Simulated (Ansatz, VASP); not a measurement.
# One calculation of KBr, two programs

```
CELL_PARAMETERS angstrom
0.00000 3.16080 3.55590
3.16080 0.00000 3.55590
3.16080 3.16080 0.00000
ATOMIC_POSITIONS crystal
K 0.00000 0.00000 0.00000
Br 0.50000 0.50000 0.50000
```

Change from the starting cell: strain -0.040 along x and y, +0.080 along z, atoms carried along.

Alike in both runs: task single point; functional PBE; k mesh 6 × 6 × 6; occupations gaussian, width 0.05 eV; no spin polarisation.

|  | VASP | Ansatz |
| --- | --- | --- |
| version | VASP 6.6.1 | Ansatz 0.2.0 |
| potentials or method | VASP PAW PBE potentials, release 64 (K_sv, Br), cutoff 520 eV | scalar-relativistic, plane waves, PAW |
| valence electrons in the cell | 16 | 16 |

VASP gave:

* gap on the k mesh at the Fermi level (eV): 4.41
* least direct gap on the mesh (eV): 4.41
* pressure (GPa): 1.6
* traceless stress, the component that is largest in VASP (GPa): -2.34

Problem. Estimate Ansatz's values.

Solution. gap on the k mesh at the Fermi level (eV): 4.41; least direct gap on the mesh (eV): 4.41; pressure (GPa): 1.5; traceless stress, the component that is largest in VASP (GPa): -2.30.

The functional is the same, so the differences come from potentials, cutoffs and numerics.
